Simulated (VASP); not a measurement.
Here is a VASP 6.6.1 calculation.

Contents of INCAR:

```
SYSTEM = Zn
PREC     = Accurate       ! precision mode
ENCUT    = 600            ! plane-wave cutoff, eV
EDIFF    = 1E-7           ! SCF threshold, eV
ISMEAR   = -1             ! smearing method
SIGMA    = 0.05           ! smearing width, eV
LREAL    = .False.        ! projectors in reciprocal space
LASPH    = .True.         ! aspherical terms in the spheres
NELM     = 80             ! most SCF steps
ALGO     = Fast           ! electronic algorithm
ISIF     = 3              ! what is computed and relaxed
LWAVE    = .False.        ! write WAVECAR
LCHARG   = .False.        ! write CHGCAR
GGA      = PS             ! functional
IBRION   = 2              ! ionic algorithm
NSW      = 60             ! ionic steps
EDIFFG   = -0.01          ! ionic threshold
PSTRESS  = 50.0
```

The input KPOINTS:

```
regular mesh
0
Gamma
  12 12 12
  0 0 0
```

The input POSCAR:

```
Zn
1.0
   -1.5690370000      1.5690370000      1.5690370000
    1.5690370000     -1.5690370000      1.5690370000
    1.5690370000      1.5690370000     -1.5690370000
Zn
1
Direct
    0.0000000000      0.0000000000      0.0000000000
```

Potentials or basis: VASP PAW PBE potentials, release 64 (Zn).

Launch:

```console
$ cat potpaw_PBE.64/Zn/POTCAR > POTCAR
$ mpirun -np 1 vasp_std > vasp.out
```

(1) Predict the space group after relaxing (to 0.05 Å).

(2) What does it give for the band gap on the k mesh?

Results:

(1) Im-3m (No. 229).

(2) zero (band 6 reaches 8.27 eV, above the bottom of band 7 at 3.13 eV).

Caveat: the cell is relaxed towards a set pressure, so the enthalpy falls and the energy may rise.
